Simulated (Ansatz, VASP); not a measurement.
# ZnSe: VASP beside Ansatz

POSCAR

```
ZnSe
1.0
    2.8055586961      2.8055586961      0.0000000000
   -2.8055586961      2.8055586961      0.0000000000
    0.0000000000      2.8055586961      2.8055586961
Zn Se
1 1
Direct
    0.0000000000      0.0000000000      0.0000000000
    0.7500000000      0.2500000000      0.5000000000
```

INCAR.step1

```
SYSTEM = ZnSe
PREC = Accurate
ENCUT = 520
ISMEAR = 0
SIGMA = 0.01
LREAL = .False.
LASPH = .True.
NELM = 60
NBANDS = 16
GGA = PE
ALGO = Normal
EDIFF = 1E-4
LWAVE = .True.
LCHARG = .False.
```

Contents of INCAR.step2:

```
SYSTEM = ZnSe
PREC = Accurate
ENCUT = 520
EDIFF = 1E-6
ISMEAR = 0
SIGMA = 0.01
LREAL = .False.
LASPH = .True.
NELM = 60
ALGO = Normal
ISIF = 2
LWAVE = .False.
LCHARG = .True.
METAGGA = R2SCAN
LMIXTAU = .True.
LELF = .True.
LVHAR = .True.
NBANDS = 16
ISTART = 1
```

File KPOINTS:

```
Automatic mesh
0
Gamma
  8 8 8
  0 0 0
```

Input for Ansatz:

```yaml
crystal:
  lattice:
    - [2.80555869607, 2.80555869607, 0.0]
    - [-2.80555869607, 2.80555869607, 0.0]
    - [0.0, 2.80555869607, 2.80555869607]
  atoms:
    - { symbol: Zn, position: [0.0, 0.0, 0.0] }
    - { symbol: Se, position: [0.75, 0.25, 0.5] }
kpoints:
  mp_grid: { grid: [8, 8, 8] }
scf:
  occupations: { method: fixed }
  convergence: { dr2_threshold: 1.0e-10 }
hamiltonian:
  xc: r2scan
  pseudopotentials: { kind: paw }
output:
  forces: true
  stress: true
  eigenstates:
    kpoints:
      - [0.0, 0.0, 0.0]
      - [-0.5, -0.5, -0.5]
      - [-0.5, 0.5, 0.0]
      - [0.0, 0.0, -0.5]
      - [0.0, -0.5, -0.5]
      - [0.0, 0.5, 0.0]
      - [-0.5, 0.0, 0.0]
      - [-0.5, 0.0, -0.5]
  eigenvalues: true
```

Alike in both runs: task single point; functional r2SCAN; k mesh 8 × 8 × 8; no spin polarisation.

|  | VASP | Ansatz |
| --- | --- | --- |
| version | VASP 6.6.1 | Ansatz 0.2.0 |
| potentials or method | VASP PAW PBE potentials, release 64 (Zn, Se) | PAW with Ansatz's default frozen-core files, scalar-relativistic |
| plane-wave cutoff (eV) | 520 | 500 |
| occupations | gaussian, width 0.01 eV | fixed |
| valence electrons in the cell | 18 | 28 |

Ansatz gave:

| Quantity | Value |
| --- | --- |
| gap on the k mesh at the Fermi level (eV) | 1.99 |
| pressure (GPa) | 2.0 |

Problem. Estimate VASP's values.

Solution. gap on the k mesh at the Fermi level (eV): 2.00; pressure (GPa): 2.1.

VASP's potentials were made for PBE, not for r2SCAN. VASP's potentials hold 18 valence electrons a cell and Ansatz's 28, so a difference there can come from the potentials and not from the codes.
